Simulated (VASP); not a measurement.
# O2 in VASP: notebook

The runs below take O2 through single point, relaxation of the atoms, with r2SCAN.

Everything below comes from runs of VASP 6.6.1. Logs are shortened: lines on timing, memory, paths and dates and some standing lists are left out, and cuts for length are marked.

## 1. The cell of the first run

The cell holds a molecule in a box, 2 atoms: a = 10.000 Å, b = 10.500 Å, c = 11.000 Å, α = 90.00°, β = 90.00°, γ = 90.00°.

## 2. Single point, r2SCAN, collinear spin, ferromagnetic start

The input, POSCAR:

```
O
1.0
   10.0000000000      0.0000000000      0.0000000000
    0.0000000000     10.5000000000      0.0000000000
    0.0000000000      0.0000000000     11.0000000000
O
2
Direct
    0.5000000000      0.5000000000      0.4451796436
    0.5000000000      0.5000000000      0.5548203564
```

The input, INCAR.step1:

```
PREC = Accurate
ENCUT = 520
ISMEAR = 0
SIGMA = 0.01
LREAL = False
LASPH = True
NELM = 150
ISPIN = 2
MAGMOM = 1 1
NBANDS = 17
GGA = PE
ALGO = Normal
EDIFF = 1E-4
LWAVE = True
LCHARG = False
```

The input, INCAR.step2:

```
PREC = Accurate
ENCUT = 520
EDIFF = 1E-6
ISMEAR = 0
SIGMA = 0.01
LREAL = False
LASPH = True
NELM = 150
ALGO = Normal
ISIF = 2
LWAVE = False
LCHARG = True
ISPIN = 2
MAGMOM = 1 1
LORBIT = 11
METAGGA = R2SCAN
LMIXTAU = True
LELF = True
LVHAR = True
NBANDS = 17
ISTART = 1
```

The input, KPOINTS:

```
regular mesh
0
Gamma
  1 1 1
```

Potentials or basis: VASP PAW PBE potentials, release 64 (O).

Started as:

```
$ cat potpaw_PBE.64/O/POTCAR > POTCAR
$ cp INCAR.step1 INCAR
$ mpirun -np 1 vasp_gam > vasp.out
$ cp INCAR.step2 INCAR
$ mpirun -np 1 vasp_gam > vasp.out
```

OUTCAR:

```text
PREC = Accurate
   ENCUT = 520
   EDIFF = 1E-6
   ISMEAR = 0
   LREAL = False
   LASPH = True
   NELM = 150
   ISIF = 2
   ISPIN = 2
   LORBIT = 11
   METAGGA = R2SCAN
   ISTART = 1

 ion  position               nearest neighbor table
   1  0.500  0.500  0.445-   2 1.21
   2  0.500  0.500  0.555-   1 1.21

  LATTYP: Found a simple orthorhombic cell.
 ALAT       =    10.0000000000
 B/A-ratio  =     1.0500000000
 C/A-ratio  =     1.1000000000

  Lattice vectors:

 A1 = (  10.0000000000,   0.0000000000,   0.0000000000)
 A2 = (   0.0000000000,  10.5000000000,   0.0000000000)
 A3 = (   0.0000000000,   0.0000000000,  11.0000000000)

Analysis of symmetry for initial positions (statically):
=====================================================================
 Subroutine PRICEL returns:
 Original cell was already a primitive cell.

 Routine SETGRP: Setting up the symmetry group for a
 simple orthorhombic supercell.

 Subroutine GETGRP returns: Found  8 space group operations
 (whereof  8 operations were pure point group operations)
 out of a pool of  8 trial point group operations.

The static configuration has the point symmetry D_2h.

Analysis of symmetry for dynamics (positions and initial velocities):
=====================================================================
 Subroutine PRICEL returns:
 Original cell was already a primitive cell.

 Routine SETGRP: Setting up the symmetry group for a
 simple orthorhombic supercell.

 Subroutine GETGRP returns: Found  8 space group operations
 (whereof  8 operations were pure point group operations)
 out of a pool of  8 trial point group operations.

The dynamic configuration has the point symmetry D_2h.

Analysis of structural, dynamic, and magnetic symmetry:
=====================================================================
 Subroutine PRICEL returns:
 Original cell was already a primitive cell.

 Routine SETGRP: Setting up the symmetry group for a
 simple orthorhombic supercell.

 Subroutine GETGRP returns: Found  8 space group operations
 (whereof  8 operations were pure point group operations)
 out of a pool of  8 trial point group operations.

The overall configuration has the point symmetry D_2h.

 Subroutine INISYM returns: Found  8 space group operations
 (whereof  8 operations are pure point group operations),
 and found     1 'primitive' translations

----------------------------------------------------------------------------------------

                                     Primitive cell

  volume of cell :    1155.0000

  direct lattice vectors                    reciprocal lattice vectors
    10.000000000  0.000000000  0.000000000     0.100000000  0.000000000  0.000000000
     0.000000000 10.500000000  0.000000000     0.000000000  0.095238095  0.000000000
     0.000000000  0.000000000 11.000000000     0.000000000  0.000000000  0.090909091

  length of vectors
    10.000000000 10.500000000 11.000000000     0.100000000  0.095238095  0.090909091

  position of ions in fractional coordinates (direct lattice)
     0.500000000  0.500000000  0.445179644
     0.500000000  0.500000000  0.554820356

  ion indices of the primitive-cell ions
   primitive index   ion index
                 1           1
                 2           2

----------------------------------------------------------------------------------------

 KPOINTS: regular mesh

Automatic generation of k-mesh.
 Grid dimensions read from file:
 generate k-points for:    1    1    1

 Generating k-lattice:

  Cartesian coordinates                     Fractional coordinates (reciprocal lattice)
     0.100000000  0.000000000  0.000000000     1.000000000  0.000000000  0.000000000
     0.000000000  0.095238095  0.000000000     0.000000000  1.000000000  0.000000000
     0.000000000  0.000000000  0.090909091     0.000000000  0.000000000  1.000000000

  Length of vectors
     0.100000000  0.095238095  0.090909091

  Shift w.r.t. Gamma in fractional coordinates (k-lattice)
     0.000000000  0.000000000  0.000000000

 Subroutine IBZKPT returns following result:
 ===========================================

 Found      1 irreducible k-points:

 Following reciprocal coordinates:
            Coordinates               Weight
  0.000000  0.000000  0.000000      1.000000
   k-points           NKPTS =      1   k-points in BZ     NKDIM =      1   number of bands    NBANDS=     17
   number of dos      NEDOS =    301   number of ions     NIONS =      2
   total plane-waves  NPLWV = 537600
   dimension x,y,z NGX =    80 NGY =   80 NGZ =   84
   dimension x,y,z NGXF=   160 NGYF=  160 NGZF=  168
   ions per type =               2
   NGX,Y,Z   is equivalent  to a cutoff of  13.30, 12.67, 12.70 a.u.
   NGXF,Y,Z  is equivalent  to a cutoff of  26.60, 25.33, 25.39 a.u.
 SYSTEM =  unknown system
   PREC   = accura    normal or accurate (medium, high low for compatibility)
   ISTART =      1    job   : 0-new  1-cont  2-samecut
   ICHARG =      0    charge: 1-file 2-atom 10-const
   ISPIN  =      2    spin polarized calculation?
   LNONCOLLINEAR =      F non collinear calculations
   LSORBIT =      F    spin-orbit coupling
   LASPH  =      T    aspherical Exc in radial PAW
   ENCUT  =  520.0 eV  38.22 Ry    6.18 a.u.  18.59 19.52 20.45*2*pi/ulx,y,z
   NELM   =    150;   NELMIN=  2; NELMDL=  0     # of ELM steps
   EDIFF  = 0.1E-05   stopping-criterion for ELM
   LREAL  =      F    real-space projection
   EDIFFG = 0.1E-04   stopping-criterion for IOM
   NSW    =      0    number of steps for IOM
   IBRION =     -1    ionic relax: 0-MD 1-quasi-New 2-CG
   NFREE  =      0    steps in history (QN), initial steepest desc. (CG)
   ISIF   =      2    stress and relaxation
   ISYM   =      2    0-nonsym 1-usesym 2-fastsym
   POTIM  = 0.5000    time-step for ionic-motion
   TEBEG  =    0.0;   TEEND  =   0.0 temperature during run
   PSTRESS=    0.0 pullay stress
   NELECT =      12.0000    total number of electrons
   NUPDOWN=      -1.0000    fix difference up-down
   EMIN   =  10.00;   EMAX   =-10.00  energy-range for DOS
   EFERMI =   0.00;   METHOD = LEGACY
   ISMEAR =     0;   SIGMA  =   0.01  broadening in eV -4-tet -1-fermi 0-gaus
   EFERMI_NEDOS =   21; number of points for ismear=-14 and -15
   IALGO  =     38    algorithm
   IMIX   =      4    mixing-type and parameters
     AMIX     =   0.40;   BMIX     =  1.00
     AMIX_MAG =   1.60;   BMIX_MAG =  1.00
  volume/ion in A,a.u.               =     577.50      3897.16
  Fermi-wavevector in a.u.,A,eV,Ry     =   0.357225  0.675056  1.736231  0.127609
  Thomas-Fermi vector in A             =   1.274455
   LORBIT       =     11    0 simple, 1 ext, 2 COOP (PROOUT), +10 PAW based schemes
   METAGGA = R2SCAN    functional components
   LHFCALC =     F    Hartree Fock is set to
   AEXX    =    0.0000 exact exchange contribution
   IVDW    =     0    specifies the selected vdW correction
   LEPSILON=     F    determine dielectric tensor
   LRPA    =     F    only Hartree local field effects (RPA)
 spin polarized calculation
 Gauss-broadening in eV      SIGMA  =   0.01
  energy-cutoff  :      520.00
  volume of cell :     1155.00
 maximum number of plane-waves:     15548
 NGX is ok and might be reduce to    80
   NGX = 37   NGY = 39   NGZ = 41

 number of electron      11.9999998 magnetization       1.9999998

 Free energy of the ion-electron system (eV)
  ---------------------------------------------------
  ext. energy  EPLUGINS =         0.00000000
  ---------------------------------------------------
  free energy    TOTEN  =       -11.84979588 eV

  energy without entropy =      -11.84979588  energy(sigma->0) =      -11.84979588

 E-fermi :  -7.2829     XC(G=0):  -0.3223

 val. band max:       -7.3417008534   @ k =   0.0000   0.0000   0.0000
 cond. band min:      -3.8909557243   @ k =   0.0000   0.0000   0.0000
 fundamental gap:      3.4507451291
 Fermi energy:        -7.2828656987

 spin component 1

 k-point     1 :       0.0000    0.0000    0.0000
  band No.  band energies     occupation
      1     -34.5668      1.00000
      2     -21.7799      1.00000
      3     -14.2258      1.00000
      4     -14.2257      1.00000
      5     -13.9369      1.00000
      6      -7.3417      1.00000
      7      -7.3417      1.00000
      8       0.0299      0.00000
      9       1.1638      0.00000
     10       1.2653      0.00000
     11       1.3512      0.00000
     12       1.4346      0.00000
     13       1.4840      0.00000
     14       1.5763      0.00000
     15       2.3688      0.00000
     16       2.5877      0.00000
     17       2.6121      0.00000
 Fermi energy:        -7.2828656987

 spin component 2

 k-point     1 :       0.0000    0.0000    0.0000
  band No.  band energies     occupation
      1     -33.1941      1.00000
      2     -19.3481      1.00000
      3     -12.8313      1.00000
      4     -11.7271      1.00000
      5     -11.7271      1.00000
      6      -3.8910      0.00000
      7      -3.8909      0.00000
      8       0.0768      0.00000
      9       1.2783      0.00000
     10       1.2988      0.00000
     11       1.4045      0.00000
     12       1.4697      0.00000
     13       1.5410      0.00000
     14       1.6370      0.00000
     15       2.6244      0.00000
     16       2.6508      0.00000
     17       2.6640      0.00000

------------------------ aborting loop because EDIFF is reached ----------------------------------------

  FORCE on cell =-STRESS in cart. coord.  units (eV):
  Direction    XX          YY          ZZ          XY          YZ          ZX
  --------------------------------------------------------------------------------------
  -------------------------------------------------------------------------------------
  Total       -0.0747128     -0.0790081      1.5749941      0.0000000      0.0000000      0.0000000
  in kB       -0.1036391     -0.1095974      2.1847792      0.0000000      0.0000000      0.0000000
  external PRESSURE =       0.6571809 kB  Pullay stress =       0.0000000 kB

 VOLUME and BASIS-vectors are now :
 -----------------------------------------------------------------------------
  energy-cutoff  :      520.00
  volume of cell :     1155.00
      direct lattice vectors                 reciprocal lattice vectors
    10.000000000  0.000000000  0.000000000     0.100000000  0.000000000  0.000000000
     0.000000000 10.500000000  0.000000000     0.000000000  0.095238095  0.000000000
     0.000000000  0.000000000 11.000000000     0.000000000  0.000000000  0.090909091

 POSITION                                       TOTAL-FORCE (eV/Angst)
 -----------------------------------------------------------------------------------
      5.00000      5.25000      4.89698         0.000000      0.000000     -1.381901
      5.00000      5.25000      6.10302         0.000000     -0.000000      1.381901
 -----------------------------------------------------------------------------------
    total drift:                                0.000000      0.000000      0.000000

  FREE ENERGIE OF THE ION-ELECTRON SYSTEM (eV)
  ---------------------------------------------------
  free  energy   TOTEN  =       -11.8497958806 eV

  energy  without entropy=      -11.8497958806  energy(sigma->0) =      -11.84979588

 total charge

# of ion       s       p       d       tot
------------------------------------------
    1        1.615   3.328   0.000   4.943
    2        1.615   3.328   0.000   4.943
--------------------------------------------------
tot          3.230   6.657   0.000   9.886

 magnetization (x)

# of ion       s       p       d       tot
------------------------------------------
    1        0.015   0.816   0.000   0.831
    2        0.015   0.816   0.000   0.831
--------------------------------------------------
tot          0.029   1.632   0.000   1.661
```

Wall time 7.1 min (1 thread of Intel Xeon Platinum 8488C (Sapphire Rapids), shared host); peak memory 1.6 GiB.

What came out:

```
Free energy                                           : -11.8498 eV
Largest force                                         : 1.382 eV/Å
Gap between the frontier levels                       : 3.45 eV
Net moment                                            : 2.00 μB per cell
Site moments                                          : O +0.83 μB
Valence electrons inside the program's atomic spheres : O 4.94
```

Forces on the atoms (eV/Å):
```
O    0.000  0.000 -1.382
O    0.000  0.000  1.382
```

Levels at points of the mesh, in eV from the valence-band top:
Spin up:
```csv
k point,band 5,band 6,band 7,band 8,band 9,band 10
"(0.00, 0.00, 0.00)",-6.60,0.00,0.00,7.37,8.51,8.61
```
Spin down:
| k point | band 2 | band 3 | band 4 | band 5 | band 6 | band 7 | band 8 | band 9 |
| --- | --- | --- | --- | --- | --- | --- | --- | --- |
| (0.00, 0.00, 0.00) | -12.01 | -5.49 | -4.39 | -4.39 | 3.45 | 3.45 | 7.42 | 8.62 |

Caveat: the standard files for N, O and F lose accuracy on very short bonds; the PAW data sets were made with another functional, which shifts forces and pressure a little.

[end of part 1 of 2]
